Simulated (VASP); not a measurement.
# Si (Fd-3m) in VASP: further runs

Si is run at these levels: revPBE+D3(BJ), PBE+D4; tasks: relaxation of cell and atoms.

Program: VASP 6.6.1. These are calculated values, not measurements. Logs are shortened: lines on timing, memory, paths and dates and some standing lists are left out, and cuts for length are marked.

**1. The cell of the first run**

It takes space group Fd-3m (No. 227, cubic). The conventional cell has a = 5.444 Å, b = 5.444 Å, c = 5.444 Å, α = 90.00°, β = 90.00°, γ = 90.00°. Si (site symmetry -43m) has 4 Si at 2.36 Å within 3.1 Å.

**2. Relaxation of cell and atoms, revPBE+D3(BJ)**

The input, INCAR:

```
  PREC = Accurate
  ENCUT = 600
  EDIFF = 1E-7
  ISMEAR = -1
  SIGMA = 0.05
  LREAL = False
  LASPH = True
  NELM = 100
  ALGO = Normal
  ISIF = 3
  LWAVE = False
  LCHARG = False
  GGA = RE
  IVDW = 12
  IBRION = 2
  NSW = 80
  EDIFFG = -0.005
```

The input, KPOINTS:

```
Automatic mesh
0
Gamma
  8 8 8
```

The input, POSCAR:

```
Si
1.0
    0.0000000000      2.7218511865      2.7218511865
    2.7218511865      0.0000000000      2.7218511865
    2.7218511865      2.7218511865      0.0000000000
Si
2
Direct
    0.5000000000      0.5000000000      0.5000000000
    0.7500000000      0.7500000000      0.7500000000
```

Potentials or basis: VASP PAW PBE potentials, release 64 (Si).

Launch:

```sh
$ cat potpaw_PBE.64/Si/POTCAR > POTCAR
$ mpirun -np 1 vasp_std > vasp.out
```

OUTCAR:

```text
PREC = Accurate
   ENCUT = 600
   EDIFF = 1E-7
   ISMEAR = -1
   LREAL = False
   LASPH = True
   NELM = 100
   ISIF = 3
   GGA = RE
   IVDW = 12
   IBRION = 2
   NSW = 80
   EDIFFG = -0.005
 IVDW          = 12

 ion  position               nearest neighbor table
   1  0.500  0.500  0.500-   2 2.36   2 2.36   2 2.36   2 2.36
   2  0.750  0.750  0.750-   1 2.36   1 2.36   1 2.36   1 2.36

  LATTYP: Found a face centered cubic cell.
 ALAT       =     5.4437023730

  Lattice vectors:

 A1 = (   0.0000000000,   2.7218511865,   2.7218511865)
 A2 = (   2.7218511865,   0.0000000000,   2.7218511865)
 A3 = (   2.7218511865,   2.7218511865,   0.0000000000)

Analysis of symmetry for initial positions (statically):
=====================================================================
 Subroutine PRICEL returns:
 Original cell was already a primitive cell.

 Routine SETGRP: Setting up the symmetry group for a
 face centered cubic supercell.

 Subroutine GETGRP returns: Found 48 space group operations
 (whereof 24 operations were pure point group operations)
 out of a pool of 48 trial point group operations.

The static configuration has the point symmetry T_d .
 The point group associated with its full space group is O_h .

Analysis of symmetry for dynamics (positions and initial velocities):
=====================================================================
 Subroutine PRICEL returns:
 Original cell was already a primitive cell.

 Routine SETGRP: Setting up the symmetry group for a
 face centered cubic supercell.

 Subroutine GETGRP returns: Found 48 space group operations
 (whereof 24 operations were pure point group operations)
 out of a pool of 48 trial point group operations.

The dynamic configuration has the point symmetry T_d .
 The point group associated with its full space group is O_h .

 Subroutine INISYM returns: Found 48 space group operations
 (whereof 24 operations are pure point group operations),
 and found     1 'primitive' translations

----------------------------------------------------------------------------------------

                                     Primitive cell

  volume of cell :      40.3295

  direct lattice vectors                    reciprocal lattice vectors
     0.000000000  2.721851186  2.721851186    -0.183698507  0.183698507  0.183698507
     2.721851186  0.000000000  2.721851186     0.183698507 -0.183698507  0.183698507
     2.721851186  2.721851186  0.000000000     0.183698507  0.183698507 -0.183698507

  length of vectors
     3.849278863  3.849278863  3.849278863     0.318175148  0.318175148  0.318175148

  position of ions in fractional coordinates (direct lattice)
[... 69 lines left out ...]
 SYSTEM =  unknown system
   PREC   = accura    normal or accurate (medium, high low for compatibility)
   ISTART =      0    job   : 0-new  1-cont  2-samecut
   ICHARG =      2    charge: 1-file 2-atom 10-const
   ISPIN  =      1    spin polarized calculation?
   LNONCOLLINEAR =      F non collinear calculations
   LSORBIT =      F    spin-orbit coupling
   LASPH  =      T    aspherical Exc in radial PAW
   ENCUT  =  600.0 eV  44.10 Ry    6.64 a.u.   7.69  7.69  7.69*2*pi/ulx,y,z
   NELM   =    100;   NELMIN=  2; NELMDL= -5     # of ELM steps
   EDIFF  = 0.1E-06   stopping-criterion for ELM
   LREAL  =      F    real-space projection
   EDIFFG = -.5E-02   stopping-criterion for IOM
   NSW    =     80    number of steps for IOM
   IBRION =      2    ionic relax: 0-MD 1-quasi-New 2-CG
   NFREE  =      1    steps in history (QN), initial steepest desc. (CG)
   ISIF   =      3    stress and relaxation
   ISYM   =      2    0-nonsym 1-usesym 2-fastsym
   POTIM  = 0.5000    time-step for ionic-motion
   TEBEG  =    0.0;   TEEND  =   0.0 temperature during run
   PSTRESS=    0.0 pullay stress
   NELECT =       8.0000    total number of electrons
   NUPDOWN=      -1.0000    fix difference up-down
   EMIN   =  10.00;   EMAX   =-10.00  energy-range for DOS
   EFERMI =   0.00;   METHOD = LEGACY
   ISMEAR =    -1;   SIGMA  =   0.05  broadening in eV -4-tet -1-fermi 0-gaus
   EFERMI_NEDOS =   21; number of points for ismear=-14 and -15
   IALGO  =     38    algorithm
   IMIX   =      4    mixing-type and parameters
     AMIX     =   0.40;   BMIX     =  1.00
     AMIX_MAG =   1.60;   BMIX_MAG =  1.00
  volume/ion in A,a.u.               =      20.16       136.08
  Fermi-wavevector in a.u.,A,eV,Ry     =   0.954766  1.804247 12.402783  0.911579
  Thomas-Fermi vector in A             =   2.083543
   LORBIT       =      0    0 simple, 1 ext, 2 COOP (PROOUT), +10 PAW based schemes
   GGA     = RE    functional components
   LHFCALC =     F    Hartree Fock is set to
   AEXX    =    0.0000 exact exchange contribution
   IVDW    =    12    specifies the selected vdW correction
   LEPSILON=     F    determine dielectric tensor
   LRPA    =     F    only Hartree local field effects (RPA)
 conjugate gradient relaxation of ions
 non-spin polarized calculation
  energy-cutoff  :      600.00
  volume of cell :       40.33
 maximum number of plane-waves:      1365
   NGX = 15   NGY = 15   NGZ = 15

--------------------------------------- Ionic step        1  -------------------------------------------

 number of electron       8.0000000 magnetization

 Free energy of the ion-electron system (eV)
  ---------------------------------------------------
  ext. energy  EPLUGINS =         0.00000000
  ---------------------------------------------------
  free energy    TOTEN  =       -10.42101691 eV

  energy without entropy =      -10.42099870  energy(sigma->0) =      -10.42100781

------------------------ aborting loop because EDIFF is reached ----------------------------------------

 Edisp (eV)   -1.22037

 E8    (eV) :    -0.8372
[... 71 lines left out ...]
--------------------------------------- Ionic step        3  -------------------------------------------

 number of electron       8.0000000 magnetization

 Free energy of the ion-electron system (eV)
  ---------------------------------------------------
  ext. energy  EPLUGINS =         0.00000000
  ---------------------------------------------------
  free energy    TOTEN  =       -10.39332141 eV

  energy without entropy =      -10.39329243  energy(sigma->0) =      -10.39330692

 E-fermi :   6.3945     XC(G=0):  -9.4345

 val. band max:        6.1084677866   @ k =   0.0000   0.0000   0.0000
 cond. band min:       6.7227084286   @ k =   0.3750   0.3750   0.0000
 fundamental gap:      0.6142406420
 Fermi energy:         6.3945176563

 k-point     1 :       0.0000    0.0000    0.0000
  band No.  band energies     occupation
      1      -5.9876      2.00000
      2       6.1085      1.99347
      3       6.1085      1.99347
      4       6.1085      1.99347
      5       8.6847      0.00000
      6       8.6847      0.00000
      7       8.6847      0.00000
      8       9.8361      0.00000
[... 243 lines left out ...]
 k-point    24 :      -0.3750    0.2500    0.1250
  band No.  band energies     occupation
      1      -3.0527      2.00000
      2      -0.7404      2.00000
      3       2.6115      2.00000
      4       3.9068      2.00000
      5       9.2443      0.00000
      6       9.2504      0.00000
      7      12.0969      0.00000
      8      13.3007      0.00000

 [... further k-points ...]

------------------------ aborting loop because EDIFF is reached ----------------------------------------

 Edisp (eV)   -1.25779

 E8    (eV) :    -0.8633
[... 25 lines left out ...]
  FREE ENERGIE OF THE ION-ELECTRON SYSTEM (eV)
  ---------------------------------------------------
  free  energy   TOTEN  =       -11.6511094693 eV

  energy  without entropy=      -11.6510804862  energy(sigma->0) =      -11.65109498

 reached required accuracy - stopping structural energy minimisation
```

OSZICAR:

```text
N       E                     dE             d eps       ncg     rms          rms(c)
DAV:   1     0.117937232626E+02    0.11794E+02   -0.37119E+03   464   0.911E+02
DAV:   2    -0.102888425680E+02   -0.22083E+02   -0.21461E+02   744   0.913E+01
DAV:   3    -0.105667334096E+02   -0.27789E+00   -0.27789E+00   584   0.132E+01
[... 27 lines left out ...]
DAV:   3    -0.103933240432E+02    0.58121E-03   -0.11432E-03   528   0.178E-01    0.599E-02
DAV:   4    -0.103933247839E+02   -0.74072E-06   -0.12573E-05   632   0.325E-02    0.533E-02
DAV:   5    -0.103933212051E+02    0.35788E-05   -0.64437E-06   488   0.189E-02    0.143E-02
DAV:   6    -0.103933213959E+02   -0.19085E-06   -0.58634E-08   608   0.239E-03    0.676E-03
DAV:   7    -0.103933214101E+02   -0.14162E-07   -0.10305E-07   464   0.273E-03
   3 F= -.11651109E+02 E0= -.11651095E+02  d E =-.972014E-02
```

It took 15 s on 1 thread of AMD EPYC 9R45 (Zen 5), shared host; peak memory 0.15 GiB.

What came out:

- Free energy: -11.6511 eV
- Relaxed volume: 19.58 Å³/atom
- Relaxed cell: a = 3.812 Å, b = 3.812 Å, c = 3.812 Å, α = 60.00°, β = 60.00°, γ = 60.00°
- Space group after relaxing (to 0.05 Å): Fd-3m (No. 227)
- Energy gained by relaxing: 4.9 meV/atom
- Ionic steps: 3
- Pressure after relaxing: 0.0 GPa
- Band gap on the k mesh: 0.61 eV, indirect (least direct gap 2.58 eV)
- Dispersion energy per atom: -0.629 eV

The path:
```tsv
step	energy change (eV)	largest force (eV/Å)	pressure (GPa)	volume (Å³)
1	0.0000	0.0000	-2.57	40.33
2	-0.0060	0.0000	1.76	38.47
3	-0.0097	0.0000	0.01	39.16
```

Final structure:
```
Si
1.0
     0.00000    2.69525    2.69525
     2.69525    0.00000    2.69525
     2.69525    2.69525    0.00000
Si
2
Direct
  0.50000 0.50000 0.50000
  0.75000 0.75000 0.75000
```

Caveat: the PAW data sets were made with another functional, which shifts forces and pressure a little.

**3. Relaxation of cell and atoms, PBE+D4**

The input, INCAR:

```
SYSTEM = Si
  PREC = Accurate
  ENCUT = 600
  EDIFF = 1E-7
  ISMEAR = -1
  SIGMA = 0.05
  LREAL = .False.
  LASPH = .True.
  NELM = 80
  ALGO = Normal
  ISIF = 3
  LWAVE = .False.
  LCHARG = .False.
  GGA = PE
  IVDW = 13
  IBRION = 2
  NSW = 80
  EDIFFG = -0.005
```

The input, KPOINTS:

```
regular mesh
0
Gamma
  8 8 8
  0 0 0
```

POSCAR is that of step 2.

Potentials or basis: VASP PAW PBE potentials, release 64 (Si).

Launch:

```sh
$ cat potpaw_PBE.64/Si/POTCAR > POTCAR
$ mpirun -np 1 vasp_std > vasp.out
```

Run time: 13 s. Hardware: 1 thread of AMD EPYC 9R45 (Zen 5), shared host; peak memory 0.14 GiB.

Results (log left out):

```yaml
Free_energy: -11.5051 eV
Relaxed_volume: 19.88 Å³/atom
Relaxed_cell: a = 3.831 Å, b = 3.831 Å, c = 3.831 Å, α = 60.00°, β = 60.00°, γ = 60.00°
Space_group_after_relaxing_to_0.05_Å: Fd-3m (No. 227)
Energy_gained_by_relaxing: 1.2 meV/atom
Ionic_steps: 3
Pressure_after_relaxing: 0.0 GPa
Band_gap_on_the_k_mesh: 0.60 eV, indirect (least direct gap 2.57 eV)
Dispersion_energy_per_atom: -0.334 eV
```

The path:
```
step  energy change (eV)  largest force (eV/Å)  pressure (GPa)  volume (Å³)
   1              0.0000                0.0000           -1.30        40.33
   2             -0.0013                0.0000            0.93        39.38
   3             -0.0024                0.0000            0.01        39.76
```

Final structure:
```
Si
1.0
     0.00000    2.70892    2.70892
     2.70892    0.00000    2.70892
     2.70892    2.70892    0.00000
Si
2
Direct
  0.50000 0.50000 0.50000
  0.75000 0.75000 0.75000
```

Levels at points of the mesh, in eV from the valence-band top:
| k point | band 1 | band 2 | band 3 | band 4 | band 5 | band 6 | band 7 | band 8 |
| --- | --- | --- | --- | --- | --- | --- | --- | --- |
| (0.00, 0.00, 0.00) | -12.01 | 0.00 | 0.00 | 0.00 | 2.57 | 2.57 | 2.57 | 3.46 |
| (0.50, 0.00, 0.00) | -9.66 | -7.00 | -1.20 | -1.20 | 1.57 | 3.34 | 3.34 | 7.74 |
| (0.50, 0.50, 0.00) | -7.84 | -7.84 | -2.87 | -2.87 | 0.70 | 0.70 | 10.18 | 10.18 |
